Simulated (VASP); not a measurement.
# TiNb2As3 (P6/mmm) in VASP: further runs

The runs below take TiNb2As3 through single point, relaxation of cell and atoms, with PBE.

All numbers are computed with VASP 6.6.1; they aren't measurements. Logs are shortened: lines on timing, memory, paths and dates and some standing lists are left out, and cuts for length are marked.

### Step 1. The cell of the first run

Symmetry: P6/mmm, No. 191, hexagonal system. Conventional cell: a = 5.540 Å, b = 5.540 Å, c = 4.240 Å, α = 90.00°, β = 90.00°, γ = 120.00°. Ti (site symmetry 6/mmm) has 6 Nb at 3.20 Å and 12 As at 3.49 Å within 4.2 Å. Within 3.5 Å of Nb (site symmetry -6m2) lie 6 As at 2.66 Å and 3 Nb at 3.20 Å and 3 Ti at 3.20 Å. Within 3.5 Å of As (site symmetry mmm) lie 4 Nb at 2.66 Å and 4 As at 2.77 Å and 4 Ti at 3.49 Å.

### Step 2. Single point, PBE

Contents of INCAR:

```
SYSTEM = TiNb2As3
ALGO = Normal
EDIFF = 1E-6
ENCUT = 500
GGA = PE
GGA_COMPAT = .False.
ISIF = 2
ISMEAR = 0
LASPH = .True.
LCHARG = .True.
LELF = .True.
LREAL = .False.
LVHAR = .True.
LWAVE = .False.
NBANDS = 36
NELM = 120
PREC = Accurate
SIGMA = 0.1
```

Contents of KPOINTS:

```
k-points
0
Gamma
  6 6 4
  0 0 0
```

Contents of POSCAR:

```
TiNb2As3
1.0
    5.5404521702      0.0000000000      0.0000000000
   -2.7702260851      4.7981723278      0.0000000000
    0.0000000000      0.0000000000      4.2397968741
Ti Nb As
1 2 3
Direct
    0.0000000000      0.0000000000      0.0000000000
    0.3333333333      0.6666666667      0.0000000000
    0.6666666667      0.3333333333      0.0000000000
    0.5000000000      0.0000000000      0.5000000000
    0.5000000000      0.5000000000      0.5000000000
    0.0000000000      0.5000000000      0.5000000000
```

Potentials or basis: VASP PAW PBE potentials, release 64 (Ti_sv, Nb_sv, As).

Command:

```
> cat potpaw_PBE.64/Ti_sv/POTCAR potpaw_PBE.64/Nb_sv/POTCAR potpaw_PBE.64/As/POTCAR > POTCAR
> mpirun -np 1 vasp_std > vasp.out
```

OUTCAR:

```text
SYSTEM = TiNb2As3
   EDIFF = 1E-6
   ENCUT = 500
   GGA = PE
   ISIF = 2
   ISMEAR = 0
   LASPH = .True.
   LREAL = .False.
   NELM = 120
   PREC = Accurate

 ion  position               nearest neighbor table
   1  0.000  0.000  0.000-
   2  0.333  0.667  0.000-   4 2.66   4 2.66   6 2.66   6 2.66   5 2.66   5 2.66
   3  0.667  0.333  0.000-   4 2.66   4 2.66   6 2.66   6 2.66   5 2.66   5 2.66
   4  0.500  0.000  0.500-   2 2.66   3 2.66   2 2.66   3 2.66   5 2.77   6 2.77   5 2.77   6 2.77

   5  0.500  0.500  0.500-   2 2.66   3 2.66   2 2.66   3 2.66   4 2.77   4 2.77   6 2.77   6 2.77

   6  0.000  0.500  0.500-   2 2.66   3 2.66   2 2.66   3 2.66   4 2.77   4 2.77   5 2.77   5 2.77

  LATTYP: Found a hexagonal cell.
 ALAT       =     5.5404521702
 C/A-ratio  =     0.7652438364

  Lattice vectors:

 A1 = (   5.5404521702,   0.0000000000,   0.0000000000)
 A2 = (  -2.7702260851,   4.7981723278,   0.0000000000)
 A3 = (   0.0000000000,   0.0000000000,   4.2397968741)

Analysis of symmetry for initial positions (statically):
=====================================================================
 Subroutine PRICEL returns:
 Original cell was already a primitive cell.

 Routine SETGRP: Setting up the symmetry group for a
 hexagonal supercell.

 Subroutine GETGRP returns: Found 24 space group operations
 (whereof 24 operations were pure point group operations)
 out of a pool of 24 trial point group operations.

The static configuration has the point symmetry D_6h.

Analysis of symmetry for dynamics (positions and initial velocities):
=====================================================================
 Subroutine PRICEL returns:
 Original cell was already a primitive cell.

 Routine SETGRP: Setting up the symmetry group for a
 hexagonal supercell.

 Subroutine GETGRP returns: Found 24 space group operations
 (whereof 24 operations were pure point group operations)
 out of a pool of 24 trial point group operations.

The dynamic configuration has the point symmetry D_6h.

 Subroutine INISYM returns: Found 24 space group operations
 (whereof 24 operations are pure point group operations),
 and found     1 'primitive' translations

----------------------------------------------------------------------------------------

                                     Primitive cell

  volume of cell :     112.7109

  direct lattice vectors                    reciprocal lattice vectors
     5.540452170  0.000000000  0.000000000     0.180490684  0.104206345  0.000000000
    -2.770226085  4.798172328  0.000000000     0.000000000  0.208412690  0.000000000
     0.000000000  0.000000000  4.239796874     0.000000000  0.000000000  0.235860356

  length of vectors
     5.540452170  5.540452170  4.239796874     0.208412690  0.208412690  0.235860356

  position of ions in fractional coordinates (direct lattice)
     0.000000000  0.000000000  0.000000000
     0.333333333  0.666666667  0.000000000
     0.666666667  0.333333333  0.000000000
     0.500000000  0.000000000  0.500000000
     0.500000000  0.500000000  0.500000000
     1.000000000  0.500000000  0.500000000

  ion indices of the primitive-cell ions
   primitive index   ion index
                 1           1
                 2           2
                 3           3
                 4           4
                 5           5
                 6           6

----------------------------------------------------------------------------------------

 KPOINTS: k-points

Automatic generation of k-mesh.
 Grid dimensions read from file:
 generate k-points for:    6    6    4

 Generating k-lattice:

  Cartesian coordinates                     Fractional coordinates (reciprocal lattice)
     0.030081781  0.017367724  0.000000000     0.166666667 -0.000000000  0.000000000
     0.000000000  0.034735448  0.000000000     0.000000000  0.166666667  0.000000000
     0.000000000  0.000000000  0.058965089     0.000000000  0.000000000  0.250000000

  Length of vectors
     0.034735448  0.034735448  0.058965089

  Shift w.r.t. Gamma in fractional coordinates (k-lattice)
     0.000000000  0.000000000  0.000000000

 Subroutine IBZKPT returns following result:
 ===========================================

 Found     21 irreducible k-points:

 Following reciprocal coordinates:
            Coordinates               Weight
  0.000000  0.000000  0.000000      1.000000
  0.166667 -0.000000  0.000000      6.000000
  0.333333 -0.000000  0.000000      6.000000
  0.500000  0.000000  0.000000      3.000000
  0.166667  0.166667  0.000000      6.000000
  0.333333  0.166667  0.000000     12.000000
[... 13 lines left out ...]
  0.333333  0.166667  0.500000     12.000000
  0.333333  0.333333  0.500000      2.000000
   k-points           NKPTS =     21   k-points in BZ     NKDIM =     21   number of bands    NBANDS=     36
   number of dos      NEDOS =    301   number of ions     NIONS =      6
   total plane-waves  NPLWV =  51200
   dimension x,y,z NGX =    40 NGY =   40 NGZ =   32
   dimension x,y,z NGXF=    80 NGYF=   80 NGZF=   64
   ions per type =               1   2   3
   NGX,Y,Z   is equivalent  to a cutoff of  12.00, 12.00, 12.55 a.u.
   NGXF,Y,Z  is equivalent  to a cutoff of  24.00, 24.00, 25.09 a.u.
 SYSTEM =  TiNb2As3
   PREC   = accura    normal or accurate (medium, high low for compatibility)
   ISTART =      0    job   : 0-new  1-cont  2-samecut
   ICHARG =      2    charge: 1-file 2-atom 10-const
   ISPIN  =      1    spin polarized calculation?
   LNONCOLLINEAR =      F non collinear calculations
   LSORBIT =      F    spin-orbit coupling
   LASPH  =      T    aspherical Exc in radial PAW
   ENCUT  =  500.0 eV  36.75 Ry    6.06 a.u.  10.10 10.10  7.73*2*pi/ulx,y,z
   NELM   =    120;   NELMIN=  2; NELMDL= -5     # of ELM steps
   EDIFF  = 0.1E-05   stopping-criterion for ELM
   LREAL  =      F    real-space projection
   EDIFFG = 0.1E-04   stopping-criterion for IOM
   NSW    =      0    number of steps for IOM
   IBRION =     -1    ionic relax: 0-MD 1-quasi-New 2-CG
   NFREE  =      0    steps in history (QN), initial steepest desc. (CG)
   ISIF   =      2    stress and relaxation
   ISYM   =      2    0-nonsym 1-usesym 2-fastsym
   POTIM  = 0.5000    time-step for ionic-motion
   TEBEG  =    0.0;   TEEND  =   0.0 temperature during run
   PSTRESS=    0.0 pullay stress
   NELECT =      53.0000    total number of electrons
   NUPDOWN=      -1.0000    fix difference up-down
   EMIN   =  10.00;   EMAX   =-10.00  energy-range for DOS
   EFERMI =   0.00;   METHOD = LEGACY
   ISMEAR =     0;   SIGMA  =   0.10  broadening in eV -4-tet -1-fermi 0-gaus
   EFERMI_NEDOS =   21; number of points for ismear=-14 and -15
   IALGO  =     38    algorithm
   IMIX   =      4    mixing-type and parameters
     AMIX     =   0.40;   BMIX     =  1.00
     AMIX_MAG =   1.60;   BMIX_MAG =  1.00
  volume/ion in A,a.u.               =      18.79       126.77
  Fermi-wavevector in a.u.,A,eV,Ry     =   1.273048  2.405712 22.050296  1.620651
  Thomas-Fermi vector in A             =   2.405893
   LORBIT       =      0    0 simple, 1 ext, 2 COOP (PROOUT), +10 PAW based schemes
   GGA     = PE    functional components
   LHFCALC =     F    Hartree Fock is set to
   AEXX    =    0.0000 exact exchange contribution
   IVDW    =     0    specifies the selected vdW correction
   LEPSILON=     F    determine dielectric tensor
   LRPA    =     F    only Hartree local field effects (RPA)
 non-spin polarized calculation
 Gauss-broadening in eV      SIGMA  =   0.10
  energy-cutoff  :      500.00
  volume of cell :      112.71
 maximum number of plane-waves:      2892
   NGX = 21   NGY = 21   NGZ = 15

 number of electron      53.0000010 magnetization

 Free energy of the ion-electron system (eV)
  ---------------------------------------------------
  ext. energy  EPLUGINS =         0.00000000
  ---------------------------------------------------
  free energy    TOTEN  =       -41.64965815 eV

  energy without entropy =      -41.61589969  energy(sigma->0) =      -41.63277892

 E-fermi :   8.7269     XC(G=0): -11.2262

 val. band max:        8.7093319897   @ k =   0.3333   0.1667   0.0000
 cond. band min:       8.7366050394   @ k =   0.1667   0.1667   0.0000
 fundamental gap:      0.0272730497
 Fermi energy:         8.7268802806

 k-point     1 :       0.0000    0.0000    0.0000
  band No.  band energies     occupation
      1     -48.8877      2.00000
      2     -46.4792      2.00000
      3     -46.4361      2.00000
      4     -25.2208      2.00000
      5     -25.0860      2.00000
      6     -25.0860      2.00000
[... 28 lines left out ...]
     35      11.9567      0.00000
     36      12.0430      0.00000

 k-point     2 :       0.1667   -0.0000    0.0000
  band No.  band energies     occupation
      1     -48.8877      2.00000
      2     -46.4767      2.00000
      3     -46.4387      2.00000
      4     -25.2207      2.00000
      5     -25.0864      2.00000
      6     -25.0855      2.00000
[... 28 lines left out ...]
     35      11.7834      0.00000
     36      12.1668      0.00000

 k-point     3 :       0.3333   -0.0000    0.0000
  band No.  band energies     occupation
      1     -48.8876      2.00000
      2     -46.4702      2.00000
      3     -46.4453      2.00000
      4     -25.2206      2.00000
      5     -25.0871      2.00000
      6     -25.0842      2.00000
[... 28 lines left out ...]
     35      10.8677      0.00000
     36      11.7342      0.00000
[... 625 lines left out ...]
 k-point    20 :       0.3333    0.1667    0.5000
  band No.  band energies     occupation
      1     -48.8874      2.00000
      2     -46.4639      2.00000
      3     -46.4493      2.00000
      4     -25.2256      2.00000
      5     -25.0862      2.00000
      6     -25.0837      2.00000
[... 28 lines left out ...]
     35      10.7194      0.00000
     36      11.1853      0.00000

 k-point    21 :       0.3333    0.3333    0.5000
  band No.  band energies     occupation
      1     -48.8874      2.00000
      2     -46.4566      2.00000
      3     -46.4566      2.00000
      4     -25.2256      2.00000
      5     -25.0848      2.00000
      6     -25.0848      2.00000
[... 28 lines left out ...]
     35      10.4591      0.00000
     36      10.8090      0.00000

------------------------ aborting loop because EDIFF is reached ----------------------------------------

  FORCE on cell =-STRESS in cart. coord.  units (eV):
  Direction    XX          YY          ZZ          XY          YZ          ZX
  --------------------------------------------------------------------------------------
  -------------------------------------------------------------------------------------
  Total        0.0153178      0.0153178     -0.0871871     -0.0000000     -0.0000000      0.0000000
  in kB        0.2177410      0.2177410     -1.2393582     -0.0000000     -0.0000000      0.0000000
  external PRESSURE =      -0.2679587 kB  Pullay stress =       0.0000000 kB

 VOLUME and BASIS-vectors are now :
 -----------------------------------------------------------------------------
  energy-cutoff  :      500.00
  volume of cell :      112.71
      direct lattice vectors                 reciprocal lattice vectors
     5.540452170  0.000000000  0.000000000     0.180490684  0.104206345  0.000000000
    -2.770226085  4.798172328  0.000000000     0.000000000  0.208412690  0.000000000
     0.000000000  0.000000000  4.239796874     0.000000000  0.000000000  0.235860356

 POSITION                                       TOTAL-FORCE (eV/Angst)
 -----------------------------------------------------------------------------------
      0.00000      0.00000      0.00000        -0.000000      0.000000     -0.000000
     -0.00000      3.19878      0.00000         0.000000     -0.000000      0.000000
      2.77023      1.59939      0.00000        -0.000000      0.000000     -0.000000
      2.77023      0.00000      2.11990         0.000000      0.000000     -0.000000
      1.38511      2.39909      2.11990        -0.000000      0.000000     -0.000000
     -1.38511      2.39909      2.11990         0.000000      0.000000     -0.000000
 -----------------------------------------------------------------------------------
    total drift:                                0.000000     -0.000000      0.000000

  FREE ENERGIE OF THE ION-ELECTRON SYSTEM (eV)
  ---------------------------------------------------
  free  energy   TOTEN  =       -41.6496581532 eV

  energy  without entropy=      -41.6158996933  energy(sigma->0) =      -41.63277892
```

Run time: 84 s. Hardware: 1 thread of Intel Xeon 6975P-C, shared host; peak memory 0.26 GiB.

What came out:

```yaml
Free_energy: -41.6497 eV
Pressure: 0.0 GPa
```

Stress tensor (GPa, compression positive):
```
 0.02  0.00  0.00
 0.00  0.02  0.00
 0.00  0.00 -0.12
```

Caveat: the k points lie up to 0.37 Å⁻¹ apart.

### Step 3. Relaxation of cell and atoms, PBE

This run uses another cell than the first one, of 18.22 Å³/atom, 0.970 times its volume.

Contents of INCAR:

```
SYSTEM = TiNb2As3
ALGO = Normal ; EDIFF = 1E-7
EDIFFG = -0.04 ; ENCUT = 500
GGA = PE ; GGA_COMPAT = .False.
IBRION = 2 ; ISIF = 3
ISMEAR = 0 ; LASPH = .True.
LCHARG = .False. ; LREAL = .False.
LWAVE = .False. ; NELM = 120
NELMIN = 4 ; NSW = 90
PREC = Accurate ; SIGMA = 0.1
```

Contents of KPOINTS:

```
k-points
0
Gamma
  3 3 6
  0 0 0
```

Contents of POSCAR:

```
TiNb2As3
1.0
    5.9281982800      0.0000000000      0.0000000000
   -2.9640991400      5.1339703100      0.0000000000
    0.0000000000      0.0000000000      3.5914049200
Ti Nb As
1 2 3
Direct
    0.0000000000      0.0000000000      0.0000000000
    0.3333333300      0.6666666700      0.0000000000
    0.6666666700      0.3333333300      0.0000000000
    0.5000000000      0.0000000000      0.5000000000
    0.5000000000      0.5000000000      0.5000000000
    0.0000000000      0.5000000000      0.5000000000
```

Potentials or basis: VASP PAW PBE potentials, release 64 (Ti_sv, Nb_sv, As).

Command:

```
> cat potpaw_PBE.64/Ti_sv/POTCAR potpaw_PBE.64/Nb_sv/POTCAR potpaw_PBE.64/As/POTCAR > POTCAR
> mpirun -np 1 vasp_std > vasp.out
```

Run time: 10 min. Hardware: 1 thread of Intel Xeon 6975P-C, shared host; peak memory 0.28 GiB.

It converged, with:

- Free energy: -41.5893 eV
- Relaxed volume: 18.98 Å³/atom
- Relaxed cell: a = 5.653 Å, b = 5.653 Å, c = 4.114 Å, α = 90.00°, β = 90.00°, γ = 120.00°
- Space group after relaxing (to 0.05 Å): P6/mmm (No. 191)
- Energy gained by relaxing: 156.8 meV/atom
- Ionic steps: 10
- Pressure after relaxing: 0.0 GPa

Stress tensor (GPa, compression positive):
```
-0.06  0.00  0.00
 0.00 -0.06  0.00
 0.00  0.00  0.09
```

Step by step:
```csv
step,energy change (eV),largest force (eV/Å),pressure (GPa),volume (Å³)
1,0.0000,0.0000,14.77,109.31
2,0.1808,0.0000,-12.52,137.90
3,-0.5655,0.0000,-1.27,121.47
4,-0.5660,0.0000,-0.96,121.14
5,-0.6601,0.0000,-1.23,120.13
6,-0.7932,0.0000,-1.39,118.43
7,-0.9381,0.0000,-0.91,114.64
8,-0.9379,0.0000,-0.97,114.79
9,-0.9215,0.0000,2.65,111.50
10,-0.9407,0.0000,-0.01,113.86
```

Final structure:
```xyz
6
Lattice="5.6534 0.0000 0.0000 -2.8267 4.8960 0.0000 0.0000 0.0000 4.1138" Properties=species:S:1:pos:R:3 pbc="T T T"
Ti    0.0000    0.0000    0.0000
Nb    0.0000    3.2640    0.0000
Nb    2.8267    1.6320    0.0000
As    2.8267    0.0000    2.0569
As    1.4133    2.4480    2.0569
As   -1.4133    2.4480    2.0569
```

Levels at points of the mesh, in eV from the Fermi level:
| k point | band 23 | band 24 | band 25 | band 26 | band 27 | band 28 | band 29 | band 30 |
| --- | --- | --- | --- | --- | --- | --- | --- | --- |
| (0.00, 0.00, 0.00) | -0.70 | -0.67 | -0.67 | -0.19 | -0.19 | 0.38 | 0.38 | 0.44 |
| (0.00, 0.00, 0.50) | -1.37 | -1.37 | -0.10 | 0.12 | 0.12 | 0.26 | 0.26 | 1.16 |

Caveat: the k points lie up to 0.43 Å⁻¹ apart in the final cell.

(Part 1 of 2 ends here.)
